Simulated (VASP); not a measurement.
A run of VASP 6.6.1 is set up as follows.

INCAR

```
ALGO = Fast
EDIFF = 1E-7
ENCUT = 520
GGA = PE
ISIF = 2
ISMEAR = 0
LASPH = True
LCHARG = True
LELF = True
LREAL = False
LVHAR = True
LWAVE = False
NBANDS = 10
NELM = 80
PREC = Accurate
SIGMA = 0.15
```

Contents of KPOINTS:

```
k-points
0
Gamma
  10 10 10
```

The input POSCAR:

```
Re
1.0
    0.0000000000      1.8495403385      2.1584135750
    1.8495403385      0.0000000000      2.1584135750
    1.8495403385      1.8495403385      0.0000000000
Re
1
Direct
    0.0000000000      0.0000000000      0.0000000000
```

Potentials or basis: VASP PAW PBE potentials, release 64 (Re).

The run is started by

```bash
$ cat potpaw_PBE.64/Re/POTCAR > POTCAR
$ mpirun -np 1 vasp_std > vasp.out
```

**Question.** Estimate the pressure.

**Answer.** 9.3 GPa.

Stress tensor (GPa, compression positive):
```
 23.90   0.00   0.00
  0.00  23.90   0.00
  0.00   0.00 -20.01
```
